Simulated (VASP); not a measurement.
**Te2Mo: single point with PBE exchange alone**

Te2Mo:

```
Te Mo
1.0
     6.41330    0.00000    0.00000
     0.00000    3.51465    0.00000
    -0.95925    0.00000   14.00959
Te Mo
8 4
Cartesian
  5.4724 2.6360 8.4688
  -0.0183 0.8787 5.5408
  4.9745 0.8787 11.9278
  0.4795 2.6360 2.0818
  1.7781 2.6360 12.5456
  3.6759 0.8787 1.4640
  2.2204 0.8787 9.0838
  3.2337 2.6360 4.9258
  4.2856 2.6360 13.9059
  1.1685 0.8787 0.1037
  3.8999 0.8787 6.9123
  1.5541 2.6360 7.0973
```

```
Program                : VASP 6.6.1
Task                   : single point
Functional             : PBE exchange alone
Potentials or basis    : VASP PAW PBE potentials, release 64 (Te, Mo_sv)
Cutoff                 : 520 eV
k mesh                 : 4 × 8 × 2
Occupations            : fermi-dirac, width 0.05 eV
Spin                   : no spin polarisation
Dipole correction      : no
Further INCAR settings : ALGO = Normal; EDIFF = 1e-06; NBANDS = 64
```

```
Pressure               : 11.8 GPa
Largest force          : 0.619 eV/Å
Band gap on the k mesh : zero (bands 52 and 53 overlap by 0.12 eV)
```

Forces on the atoms (eV/Å):
```
Te   0.052  0.000  0.566
Te  -0.052  0.000 -0.566
Te  -0.028  0.000 -0.618
Te   0.028  0.000  0.618
Te   0.016  0.000 -0.524
Te  -0.016  0.000  0.524
Te  -0.067  0.000  0.581
Te   0.067  0.000 -0.581
Mo   0.045  0.000 -0.017
Mo  -0.045  0.000  0.017
Mo  -0.139  0.000 -0.013
Mo   0.139  0.000  0.013
```

Stress tensor (GPa, compression positive):
```
11.86  0.00  0.08
 0.00 12.45  0.00
 0.08  0.00 11.07
```

Levels at points of the mesh, in eV from the Fermi level:
| k point | band 49 | band 50 | band 51 | band 52 | band 53 | band 54 | band 55 | band 56 |
| --- | --- | --- | --- | --- | --- | --- | --- | --- |
| (0.00, 0.00, 0.00) | -0.40 | -0.12 | 0.06 | 0.09 | 0.45 | 0.67 | 0.80 | 0.90 |
| (0.50, 0.00, 0.00) | -0.83 | -0.80 | -0.64 | -0.56 | -0.01 | 0.04 | 0.80 | 0.81 |
| (0.00, 0.50, 0.00) | -1.45 | -1.45 | -1.40 | -1.40 | 1.02 | 1.02 | 1.11 | 1.11 |
| (0.50, 0.50, 0.00) | -0.98 | -0.98 | -0.91 | -0.91 | 0.96 | 0.96 | 1.02 | 1.02 |
| (0.00, 0.00, 0.50) | -0.08 | -0.06 | -0.03 | -0.03 | 0.46 | 0.56 | 0.82 | 0.88 |
| (0.50, 0.00, 0.50) | -0.83 | -0.79 | -0.63 | -0.42 | 0.02 | 0.07 | 0.76 | 0.84 |
| (0.00, 0.50, 0.50) | -1.48 | -1.48 | -1.41 | -1.41 | 1.01 | 1.01 | 1.10 | 1.10 |
| (0.50, 0.50, 0.50) | -0.98 | -0.98 | -0.91 | -0.91 | 0.98 | 0.98 | 0.99 | 0.99 |

Wall time 14 min on 1 thread of Intel(R) Xeon(R) Platinum 8488C (Sapphire Rapids) (shared host), peak memory 0.66 GiB.

Caveat: the cell stands under pressure; spin-orbit coupling is left out, which moves the levels of the heavy elements.
